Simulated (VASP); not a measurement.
# Se (Pm-3m) in VASP: notebook

The runs below take Se through single point, with PBEsol.

All numbers are computed with VASP 6.6.1; they aren't measurements. Logs are shortened: lines on timing, memory, paths and dates and some standing lists are left out, and cuts for length are marked.

## (1) The cell of the first run

Symmetry: Pm-3m, No. 221, cubic system. Conventional cell: a = 2.884 Å, b = 2.884 Å, c = 2.884 Å, α = 90.00°, β = 90.00°, γ = 90.00°. Se (site symmetry m-3m) has 6 Se at 2.88 Å within 3.8 Å.

## (2) Single point, PBEsol

INCAR

```
SYSTEM = Se
ALGO = Normal
EDIFF = 1E-6
ENCUT = 520
GGA = PS
ISIF = 2
ISMEAR = -1
LASPH = .True.
LCHARG = .False.
LREAL = .False.
LWAVE = .False.
NBANDS = 9
NELM = 60
PREC = Accurate
SIGMA = 0.05
```

KPOINTS

```
k-points
0
Gamma
  8 8 8
  0 0 0
```

POSCAR

```
Se
1.0
    2.8835970760      0.0000000000      0.0000000000
    0.0000000000      2.8835970760      0.0000000000
    0.0000000000      0.0000000000      2.8835970760
Se
1
Direct
    0.0000000000      0.0000000000      0.0000000000
```

Potentials or basis: VASP PAW PBE potentials, release 64 (Se).

Run with:

```bash
> cat potpaw_PBE.64/Se/POTCAR > POTCAR
> mpirun -np 1 vasp_std > vasp.out
```

OUTCAR:

```text
SYSTEM = Se
   EDIFF = 1E-6
   ENCUT = 520
   GGA = PS
   ISIF = 2
   ISMEAR = -1
   LASPH = .True.
   LREAL = .False.
   NELM = 60
   PREC = Accurate

 ion  position               nearest neighbor table
   1  0.000  0.000  0.000-

  LATTYP: Found a simple cubic cell.
 ALAT       =     2.8835970760

  Lattice vectors:

 A1 = (   2.8835970760,   0.0000000000,   0.0000000000)
 A2 = (   0.0000000000,   2.8835970760,   0.0000000000)
 A3 = (   0.0000000000,   0.0000000000,   2.8835970760)

Analysis of symmetry for initial positions (statically):
=====================================================================
 Subroutine PRICEL returns:
 Original cell was already a primitive cell.

 Routine SETGRP: Setting up the symmetry group for a
 simple cubic supercell.

 Subroutine GETGRP returns: Found 48 space group operations
 (whereof 48 operations were pure point group operations)
 out of a pool of 48 trial point group operations.

The static configuration has the point symmetry O_h .

Analysis of symmetry for dynamics (positions and initial velocities):
=====================================================================
 Subroutine PRICEL returns:
 Original cell was already a primitive cell.

 Routine SETGRP: Setting up the symmetry group for a
 simple cubic supercell.

 Subroutine GETGRP returns: Found 48 space group operations
 (whereof 48 operations were pure point group operations)
 out of a pool of 48 trial point group operations.

The dynamic configuration has the point symmetry O_h .

 Subroutine INISYM returns: Found 48 space group operations
 (whereof 48 operations are pure point group operations),
 and found     1 'primitive' translations

----------------------------------------------------------------------------------------

                                     Primitive cell

  volume of cell :      23.9775

  direct lattice vectors                    reciprocal lattice vectors
     2.883597076  0.000000000  0.000000000     0.346789088  0.000000000  0.000000000
     0.000000000  2.883597076  0.000000000     0.000000000  0.346789088  0.000000000
     0.000000000  0.000000000  2.883597076     0.000000000  0.000000000  0.346789088

  length of vectors
     2.883597076  2.883597076  2.883597076     0.346789088  0.346789088  0.346789088

  position of ions in fractional coordinates (direct lattice)
     0.000000000  0.000000000  0.000000000

  ion indices of the primitive-cell ions
   primitive index   ion index
                 1           1

----------------------------------------------------------------------------------------

 KPOINTS: k-points

Automatic generation of k-mesh.
 Grid dimensions read from file:
 generate k-points for:    8    8    8

 Generating k-lattice:

  Cartesian coordinates                     Fractional coordinates (reciprocal lattice)
     0.043348636  0.000000000  0.000000000     0.125000000  0.000000000  0.000000000
     0.000000000  0.043348636  0.000000000     0.000000000  0.125000000  0.000000000
     0.000000000  0.000000000  0.043348636     0.000000000  0.000000000  0.125000000

  Length of vectors
     0.043348636  0.043348636  0.043348636

  Shift w.r.t. Gamma in fractional coordinates (k-lattice)
     0.000000000  0.000000000  0.000000000

 Subroutine IBZKPT returns following result:
 ===========================================

 Found     35 irreducible k-points:

 Following reciprocal coordinates:
            Coordinates               Weight
  0.000000  0.000000  0.000000      1.000000
  0.125000  0.000000  0.000000      6.000000
  0.250000  0.000000  0.000000      6.000000
  0.375000  0.000000  0.000000      6.000000
  0.500000  0.000000  0.000000      3.000000
  0.125000  0.125000  0.000000     12.000000
[... 16 lines left out ...]
  0.375000  0.375000  0.125000     24.000000
  0.500000  0.375000  0.125000     24.000000
 [... further k-points ...]
   k-points           NKPTS =     35   k-points in BZ     NKDIM =     35   number of bands    NBANDS=      9
   number of dos      NEDOS =    301   number of ions     NIONS =      1
   total plane-waves  NPLWV =  13824
   dimension x,y,z NGX =    24 NGY =   24 NGZ =   24
   dimension x,y,z NGXF=    48 NGYF=   48 NGZF=   48
   ions per type =               1
   NGX,Y,Z   is equivalent  to a cutoff of  13.84, 13.84, 13.84 a.u.
   NGXF,Y,Z  is equivalent  to a cutoff of  27.67, 27.67, 27.67 a.u.
 SYSTEM =  Se
   PREC   = accura    normal or accurate (medium, high low for compatibility)
   ISTART =      0    job   : 0-new  1-cont  2-samecut
   ICHARG =      2    charge: 1-file 2-atom 10-const
   ISPIN  =      1    spin polarized calculation?
   LNONCOLLINEAR =      F non collinear calculations
   LSORBIT =      F    spin-orbit coupling
   LASPH  =      T    aspherical Exc in radial PAW
   ENCUT  =  520.0 eV  38.22 Ry    6.18 a.u.   5.36  5.36  5.36*2*pi/ulx,y,z
   NELM   =     60;   NELMIN=  2; NELMDL= -5     # of ELM steps
   EDIFF  = 0.1E-05   stopping-criterion for ELM
   LREAL  =      F    real-space projection
   EDIFFG = 0.1E-04   stopping-criterion for IOM
   NSW    =      0    number of steps for IOM
   IBRION =     -1    ionic relax: 0-MD 1-quasi-New 2-CG
   NFREE  =      0    steps in history (QN), initial steepest desc. (CG)
   ISIF   =      2    stress and relaxation
   ISYM   =      2    0-nonsym 1-usesym 2-fastsym
   POTIM  = 0.5000    time-step for ionic-motion
   TEBEG  =    0.0;   TEEND  =   0.0 temperature during run
   PSTRESS=    0.0 pullay stress
   NELECT =       6.0000    total number of electrons
   NUPDOWN=      -1.0000    fix difference up-down
   EMIN   =  10.00;   EMAX   =-10.00  energy-range for DOS
   EFERMI =   0.00;   METHOD = LEGACY
   ISMEAR =    -1;   SIGMA  =   0.05  broadening in eV -4-tet -1-fermi 0-gaus
   EFERMI_NEDOS =   21; number of points for ismear=-14 and -15
   IALGO  =     38    algorithm
   IMIX   =      4    mixing-type and parameters
     AMIX     =   0.40;   BMIX     =  1.00
     AMIX_MAG =   1.60;   BMIX_MAG =  1.00
  volume/ion in A,a.u.               =      23.98       161.81
  Fermi-wavevector in a.u.,A,eV,Ry     =   1.031630  1.949498 14.480145  1.064261
  Thomas-Fermi vector in A             =   2.165788
   LORBIT       =      0    0 simple, 1 ext, 2 COOP (PROOUT), +10 PAW based schemes
   GGA     = PS    functional components
   LHFCALC =     F    Hartree Fock is set to
   AEXX    =    0.0000 exact exchange contribution
   IVDW    =     0    specifies the selected vdW correction
   LEPSILON=     F    determine dielectric tensor
   LRPA    =     F    only Hartree local field effects (RPA)
 non-spin polarized calculation
  energy-cutoff  :      520.00
  volume of cell :       23.98
 maximum number of plane-waves:       660
 NGX is ok and might be reduce to    24
   NGX = 11   NGY = 11   NGZ = 11

 number of electron       6.0000000 magnetization

 Free energy of the ion-electron system (eV)
  ---------------------------------------------------
  ext. energy  EPLUGINS =         0.00000000
  ---------------------------------------------------
  free energy    TOTEN  =        -3.71159959 eV

  energy without entropy =       -3.70740807  energy(sigma->0) =       -3.70950383

 E-fermi :   3.9933     XC(G=0):  -9.8215

 val. band max:        3.7455797784   @ k =   0.5000   0.5000   0.2500
 cond. band min:       4.0171631921   @ k =   0.2500   0.1250   0.0000
 fundamental gap:      0.2715834137
 Fermi energy:         3.9933439875

 k-point     1 :       0.0000    0.0000    0.0000
  band No.  band energies     occupation
      1     -11.6565      2.00000
      2       5.1899      0.00000
      3       5.1899      0.00000
      4       5.1899      0.00000
      5      11.2272      0.00000
      6      11.7204      0.00000
      7      11.7204      0.00000
      8      25.5139      0.00000
      9      25.5139      0.00000

 k-point     2 :       0.1250    0.0000    0.0000
  band No.  band energies     occupation
      1     -11.4534      2.00000
      2       3.3566      1.99999
      3       5.3471      0.00000
      4       5.3471      0.00000
      5      11.6186      0.00000
      6      11.9350      0.00000
      7      13.8541      0.00000
      8      22.8120      0.00000
      9      22.8120      0.00000

 k-point     3 :       0.2500    0.0000    0.0000
  band No.  band energies     occupation
      1     -10.8912      2.00000
      2       0.5350      2.00000
      3       5.7624      0.00000
      4       5.7624      0.00000
      5      12.3931      0.00000
      6      12.5393      0.00000
      7      17.3959      0.00000
      8      19.9701      0.00000
      9      19.9701      0.00000

 k-point     4 :       0.3750    0.0000    0.0000
  band No.  band energies     occupation
      1     -10.1694      2.00000
      2      -1.6882      2.00000
      3       6.2438      0.00000
      4       6.2438      0.00000
      5      13.3479      0.00000
      6      13.6329      0.00000
      7      17.4307      0.00000
      8      17.9837      0.00000
      9      17.9837      0.00000
[... 205 lines left out ...]
 k-point    22 :       0.5000    0.2500    0.1250
  band No.  band energies     occupation
      1      -8.8361      2.00000
      2      -1.6353      2.00000
      3       2.4153      2.00000
      4       5.4847      0.00000
      5      10.3861      0.00000
      6      14.6231      0.00000
      7      16.9485      0.00000
      8      18.8740      0.00000
      9      21.7629      0.00000

 k-point    23 :       0.3750    0.3750    0.1250
  band No.  band energies     occupation
      1      -8.5022      2.00000
      2      -0.0727      2.00000
      3      -0.0722      2.00000
      4       5.7378      0.00000
      5       9.0272      0.00000
      6      15.6786      0.00000
      7      16.5200      0.00000
      8      18.1735      0.00000
      9      23.2866      0.00000

 k-point    24 :       0.5000    0.3750    0.1250
  band No.  band energies     occupation
      1      -8.1281      2.00000
      2      -0.9473      2.00000
      3       0.2748      2.00000
      4       5.9913      0.00000
      5       8.1660      0.00000
      6      15.4792      0.00000
      7      16.5549      0.00000
      8      18.5319      0.00000
      9      22.2984      0.00000

 [... further k-points ...]
[... 5 lines left out ...]
  --------------------------------------------------------------------------------------
  -------------------------------------------------------------------------------------
  Total       -0.9488963     -0.9488963     -0.9488963     -0.0000000      0.0000000     -0.0000000
  in kB      -63.4053077    -63.4053077    -63.4053077     -0.0000000      0.0000000     -0.0000000
  external PRESSURE =     -63.4053077 kB  Pullay stress =       0.0000000 kB

 VOLUME and BASIS-vectors are now :
 -----------------------------------------------------------------------------
  energy-cutoff  :      520.00
  volume of cell :       23.98
      direct lattice vectors                 reciprocal lattice vectors
     2.883597076  0.000000000  0.000000000     0.346789088  0.000000000  0.000000000
     0.000000000  2.883597076  0.000000000     0.000000000  0.346789088  0.000000000
     0.000000000  0.000000000  2.883597076     0.000000000  0.000000000  0.346789088

 POSITION                                       TOTAL-FORCE (eV/Angst)
 -----------------------------------------------------------------------------------
      0.00000      0.00000      0.00000         0.000000      0.000000      0.000000
 -----------------------------------------------------------------------------------
    total drift:                                0.000000     -0.000000     -0.000000

  FREE ENERGIE OF THE ION-ELECTRON SYSTEM (eV)
  ---------------------------------------------------
  free  energy   TOTEN  =        -3.7115995883 eV

  energy  without entropy=       -3.7074080699  energy(sigma->0) =       -3.70950383
```

Run time: 12 s. Hardware: 1 thread of Intel Xeon 8259CL, shared host; peak memory 0.11 GiB.

What came out:

```
Free energy            : -3.7116 eV
Pressure               : -6.3 GPa
Band gap on the k mesh : zero (band 3 reaches 6.47 eV, above the bottom of band 4 at 0.80 eV)
```

Caveat: the PAW data sets were made with another functional, which shifts forces and pressure a little.

(Part 1 of 2 ends here.)
